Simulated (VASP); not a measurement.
# Ge in VASP: single point with PBEsol

Aim: the single point of Ge with PBEsol.

Program: VASP 6.6.1. These are calculated values, not measurements. Logs are shortened: lines on timing, memory, paths and dates and some standing lists are left out, and cuts for length are marked.

**1. The cell of the first run**

The cell holds a slab with vacuum, 6 atoms: a = 4.013 Å, b = 4.013 Å, c = 23.095 Å, α = 90.00°, β = 90.00°, γ = 90.00°.

**2. Single point, PBEsol**

Contents of INCAR:

```
  PREC = Accurate
  ENCUT = 520
  EDIFF = 1E-6
  ISMEAR = -1
  SIGMA = 0.02
  LREAL = F
  LASPH = T
  NELM = 100
  ALGO = Normal
  ISIF = 2
  LWAVE = F
  LCHARG = T
  LDIPOL = T
  IDIPOL = 3
  DIPOL = 0.5 0.5 0.500
  GGA = PS
  LELF = T
  LVHAR = T
  LVACPOTAV = T
  NBANDS = 51
```

Contents of KPOINTS:

```
regular mesh
0
Gamma
  8 8 1
```

Contents of POSCAR:

```
Ge
1.0
    4.0132604625      0.0000000000      0.0000000000
    0.0000000000      4.0132604625      0.0000000000
    0.0000000000      0.0000000000     23.0945000000
Ge
6
Direct
    0.7500000000      0.0000000000      0.3458213480
    0.2500000000      0.0000000000      0.4072677845
    0.2500000000      0.5000000000      0.4691980424
    0.7500000000      0.5000000000      0.5308019578
    0.7500000000      0.0000000000      0.5927322154
    0.2500000000      0.0000000000      0.6541786519
```

Potentials or basis: VASP PAW PBE potentials, release 64 (Ge_d).

On the command line:

```
> cat potpaw_PBE.64/Ge_d/POTCAR > POTCAR
> mpirun -np 1 vasp_std > vasp.out
```

OUTCAR:

```text
PREC = Accurate
   ENCUT = 520
   EDIFF = 1E-6
   ISMEAR = -1
   LREAL = F
   LASPH = T
   NELM = 100
   ISIF = 2
   GGA = PS

 ion  position               nearest neighbor table
   1  0.750  0.000  0.346-   2 2.46   2 2.46
   2  0.250  0.000  0.407-   1 2.46   1 2.46   3 2.46   3 2.46
   3  0.250  0.500  0.469-   4 2.46   4 2.46   2 2.46   2 2.46
   4  0.750  0.500  0.531-   3 2.46   3 2.46   5 2.46   5 2.46
   5  0.750  0.000  0.593-   6 2.46   6 2.46   4 2.46   4 2.46
   6  0.250  0.000  0.654-   5 2.46   5 2.46

  LATTYP: Found a simple tetragonal cell.
 ALAT       =     4.0132604625
 C/A-ratio  =     5.7545480080

  Lattice vectors:

 A1 = (   4.0132604625,   0.0000000000,   0.0000000000)
 A2 = (   0.0000000000,   4.0132604625,   0.0000000000)
 A3 = (   0.0000000000,   0.0000000000,  23.0945000000)

Analysis of symmetry for initial positions (statically):
=====================================================================
 Subroutine PRICEL returns:
 Original cell was already a primitive cell.

 Routine SETGRP: Setting up the symmetry group for a
 simple tetragonal supercell.

 Subroutine GETGRP returns: Found  8 space group operations
 (whereof  4 operations were pure point group operations)
 out of a pool of 16 trial point group operations.

The static configuration has the point symmetry C_2h.
 The point group associated with its full space group is D_2h.

Analysis of symmetry for dynamics (positions and initial velocities):
=====================================================================
 Subroutine PRICEL returns:
 Original cell was already a primitive cell.

 Routine SETGRP: Setting up the symmetry group for a
 simple tetragonal supercell.

 Subroutine GETGRP returns: Found  8 space group operations
 (whereof  4 operations were pure point group operations)
 out of a pool of 16 trial point group operations.

The dynamic configuration has the point symmetry C_2h.
 The point group associated with its full space group is D_2h.

 Subroutine INISYM returns: Found  8 space group operations
 (whereof  4 operations are pure point group operations),
 and found     1 'primitive' translations

----------------------------------------------------------------------------------------

                                     Primitive cell

  volume of cell :     371.9660

  direct lattice vectors                    reciprocal lattice vectors
     4.013260462  0.000000000  0.000000000     0.249173960  0.000000000  0.000000000
     0.000000000  4.013260462  0.000000000     0.000000000  0.249173960  0.000000000
     0.000000000  0.000000000 23.094500000     0.000000000  0.000000000  0.043300353

  length of vectors
     4.013260462  4.013260462 23.094500000     0.249173960  0.249173960  0.043300353

  position of ions in fractional coordinates (direct lattice)
     0.750000000  0.000000000  0.345821348
     0.250000000  0.000000000  0.407267785
     0.250000000  0.500000000  0.469198042
     0.750000000  0.500000000  0.530801958
     0.750000000  0.000000000  0.592732215
     0.250000000  0.000000000  0.654178652

  ion indices of the primitive-cell ions
   primitive index   ion index
                 1           1
                 2           2
                 3           3
                 4           4
                 5           5
                 6           6

----------------------------------------------------------------------------------------

 KPOINTS: regular mesh

Automatic generation of k-mesh.
 Grid dimensions read from file:
 generate k-points for:    8    8    1

 Generating k-lattice:

  Cartesian coordinates                     Fractional coordinates (reciprocal lattice)
     0.031146745  0.000000000  0.000000000     0.125000000  0.000000000  0.000000000
     0.000000000  0.031146745  0.000000000     0.000000000  0.125000000  0.000000000
     0.000000000  0.000000000  0.043300353     0.000000000  0.000000000  1.000000000

  Length of vectors
     0.031146745  0.031146745  0.043300353

  Shift w.r.t. Gamma in fractional coordinates (k-lattice)
     0.000000000  0.000000000  0.000000000

 Subroutine IBZKPT returns following result:
 ===========================================

 Found     25 irreducible k-points:

 Following reciprocal coordinates:
            Coordinates               Weight
  0.000000  0.000000  0.000000      1.000000
  0.125000  0.000000  0.000000      2.000000
  0.000000  0.125000  0.000000      2.000000
  0.250000  0.000000  0.000000      2.000000
  0.000000  0.250000  0.000000      2.000000
  0.375000  0.000000  0.000000      2.000000
[... 16 lines left out ...]
  0.500000  0.375000  0.000000      2.000000
 -0.375000  0.500000  0.000000      2.000000
   k-points           NKPTS =     25   k-points in BZ     NKDIM =     25   number of bands    NBANDS=     51
   number of dos      NEDOS =    301   number of ions     NIONS =      6
   total plane-waves  NPLWV = 162000
   dimension x,y,z NGX =    30 NGY =   30 NGZ =  180
   dimension x,y,z NGXF=    60 NGYF=   60 NGZF=  360
   ions per type =               6
   NGX,Y,Z   is equivalent  to a cutoff of  12.43, 12.43, 12.96 a.u.
   NGXF,Y,Z  is equivalent  to a cutoff of  24.85, 24.85, 25.91 a.u.
 SYSTEM =  unknown system
   PREC   = accura    normal or accurate (medium, high low for compatibility)
   ISTART =      0    job   : 0-new  1-cont  2-samecut
   ICHARG =      2    charge: 1-file 2-atom 10-const
   ISPIN  =      1    spin polarized calculation?
   LNONCOLLINEAR =      F non collinear calculations
   LSORBIT =      F    spin-orbit coupling
   LASPH  =      T    aspherical Exc in radial PAW
   ENCUT  =  520.0 eV  38.22 Ry    6.18 a.u.   7.46  7.46 42.94*2*pi/ulx,y,z
   NELM   =    100;   NELMIN=  2; NELMDL= -5     # of ELM steps
   EDIFF  = 0.1E-05   stopping-criterion for ELM
   LREAL  =      F    real-space projection
   EDIFFG = 0.1E-04   stopping-criterion for IOM
   NSW    =      0    number of steps for IOM
   IBRION =     -1    ionic relax: 0-MD 1-quasi-New 2-CG
   NFREE  =      0    steps in history (QN), initial steepest desc. (CG)
   ISIF   =      2    stress and relaxation
   ISYM   =      2    0-nonsym 1-usesym 2-fastsym
   POTIM  = 0.5000    time-step for ionic-motion
   TEBEG  =    0.0;   TEEND  =   0.0 temperature during run
   PSTRESS=    0.0 pullay stress
   NELECT =      84.0000    total number of electrons
   NUPDOWN=      -1.0000    fix difference up-down
   EMIN   =  10.00;   EMAX   =-10.00  energy-range for DOS
   EFERMI =   0.00;   METHOD = LEGACY
   ISMEAR =    -1;   SIGMA  =   0.02  broadening in eV -4-tet -1-fermi 0-gaus
   EFERMI_NEDOS =   21; number of points for ismear=-14 and -15
   IALGO  =     38    algorithm
   IMIX   =      4    mixing-type and parameters
     AMIX     =   0.40;   BMIX     =  1.00
     AMIX_MAG =   1.60;   BMIX_MAG =  1.00
  volume/ion in A,a.u.               =      61.99       418.36
  Fermi-wavevector in a.u.,A,eV,Ry     =   0.996935  1.883934 13.522550  0.993879
  Thomas-Fermi vector in A             =   2.129057
   LORBIT       =      0    0 simple, 1 ext, 2 COOP (PROOUT), +10 PAW based schemes
   GGA     = PS    functional components
   LHFCALC =     F    Hartree Fock is set to
   AEXX    =    0.0000 exact exchange contribution
   IVDW    =     0    specifies the selected vdW correction
   LEPSILON=     F    determine dielectric tensor
   LRPA    =     F    only Hartree local field effects (RPA)
 non-spin polarized calculation
  energy-cutoff  :      520.00
  volume of cell :      371.97
 maximum number of plane-waves:     10079
 NGX is ok and might be reduce to    30
   NGX = 15   NGY = 15   NGZ = 85

 dipolmoment           0.000000      0.000000     -0.000000 electrons x Angstroem

 number of electron      83.9999887 magnetization

 dipolmoment           0.000000      0.000000      0.000000 electrons x Angstroem

 Free energy of the ion-electron system (eV)
  ---------------------------------------------------
  ext. energy  EPLUGINS =         0.00000000
  ---------------------------------------------------
  free energy    TOTEN  =       -26.48280624 eV

  energy without entropy =      -26.47865004  energy(sigma->0) =      -26.48072814

 E-fermi :  -1.5608     XC(G=0):  -4.4710

 val. band max:       -1.5734042078   @ k =   0.0000   0.0000   0.0000
 cond. band min:      -1.5241132067   @ k =   0.1250   0.1250   0.0000
 fundamental gap:      0.0492910012
 Fermi energy:        -1.5608178568

 k-point     1 :       0.0000    0.0000    0.0000
  band No.  band energies     occupation
      1     -25.9517      2.00000
      2     -25.8926      2.00000
      3     -25.8856      2.00000
      4     -25.8783      2.00000
      5     -25.8619      2.00000
      6     -25.8339      2.00000
[... 43 lines left out ...]
     50       2.4652      0.00000
     51       3.1061      0.00000

 k-point     2 :       0.1250    0.0000    0.0000
  band No.  band energies     occupation
      1     -25.9541      2.00000
      2     -25.8930      2.00000
      3     -25.8874      2.00000
      4     -25.8690      2.00000
      5     -25.8678      2.00000
      6     -25.8246      2.00000
[... 43 lines left out ...]
     50       2.4234      0.00000
     51       3.2411      0.00000

 k-point     3 :       0.0000    0.1250    0.0000
  band No.  band energies     occupation
      1     -25.9522      2.00000
      2     -25.9015      2.00000
      3     -25.8779      2.00000
      4     -25.8769      2.00000
      5     -25.8591      2.00000
      6     -25.8343      2.00000
[... 43 lines left out ...]
     50       2.5439      0.00000
     51       3.1985      0.00000
[... 1027 lines left out ...]
 k-point    23 :       0.5000    0.3750    0.0000
  band No.  band energies     occupation
      1     -25.9354      2.00000
      2     -25.9354      2.00000
      3     -25.8809      2.00000
      4     -25.8809      2.00000
      5     -25.8050      2.00000
      6     -25.8050      2.00000
[... 43 lines left out ...]
     50       3.6838      0.00000
     51       4.4428      0.00000

 k-point    24 :      -0.3750    0.5000    0.0000
  band No.  band energies     occupation
      1     -25.9501      2.00000
      2     -25.9216      2.00000
      3     -25.8788      2.00000
      4     -25.8731      2.00000
      5     -25.8171      2.00000
      6     -25.7898      2.00000
[... 43 lines left out ...]
     50       3.4111      0.00000
     51       4.5742      0.00000

 [... further k-points ...]
[... 5 lines left out ...]
  --------------------------------------------------------------------------------------
  -------------------------------------------------------------------------------------
  Total        0.1160301     -2.6727457     -0.0618048      0.0000000      0.0000000      0.0000000
  in kB        0.4997788    -11.5123760     -0.2662133      0.0000000      0.0000000      0.0000000
  external PRESSURE =      -3.7596035 kB  Pullay stress =       0.0000000 kB

 VOLUME and BASIS-vectors are now :
 -----------------------------------------------------------------------------
  energy-cutoff  :      520.00
  volume of cell :      371.97
      direct lattice vectors                 reciprocal lattice vectors
     4.013260462  0.000000000  0.000000000     0.249173960  0.000000000  0.000000000
     0.000000000  4.013260462  0.000000000     0.000000000  0.249173960  0.000000000
     0.000000000  0.000000000 23.094500000     0.000000000  0.000000000  0.043300353

 POSITION                                       TOTAL-FORCE (eV/Angst)
 -----------------------------------------------------------------------------------
      3.00995      0.00000      7.98657         0.000000      0.000000      0.005189
      1.00332      0.00000      9.40565        -0.000000      0.000000     -0.008465
      1.00332      2.00663     10.83589        -0.000000     -0.000000      0.012943
      3.00995      2.00663     12.25861         0.000000      0.000000     -0.012943
      3.00995      0.00000     13.68885         0.000000      0.000000      0.008465
      1.00332      0.00000     15.10793         0.000000      0.000000     -0.005189
 -----------------------------------------------------------------------------------
    total drift:                                0.000000      0.000000     -0.000000

  FREE ENERGIE OF THE ION-ELECTRON SYSTEM (eV)
  ---------------------------------------------------
  free  energy   TOTEN  =       -26.4828062382 eV

  energy  without entropy=      -26.4786500398  energy(sigma->0) =      -26.48072814

 vacuum level on the upper side and lower side of the slab         3.406         3.406
```

Wall time 6.6 min (1 thread of Intel Xeon 6975P-C (Granite Rapids), shared host); peak memory 0.58 GiB.

What came out:

| Quantity | Value |
| --- | --- |
| Free energy | -26.4828 eV |
| Largest force | 0.013 eV/Å |
| Band gap on the k mesh | zero (bands 42 and 43 overlap by 1.03 eV) |

Forces in eV/Å, atoms in the order of the input:
```
Ge   0.000  0.000  0.005
Ge   0.000  0.000 -0.008
Ge   0.000  0.000  0.013
Ge   0.000  0.000 -0.013
Ge   0.000  0.000  0.008
Ge   0.000  0.000 -0.005
```

Caveat: the PAW data sets were made with another functional, which shifts forces and pressure a little.
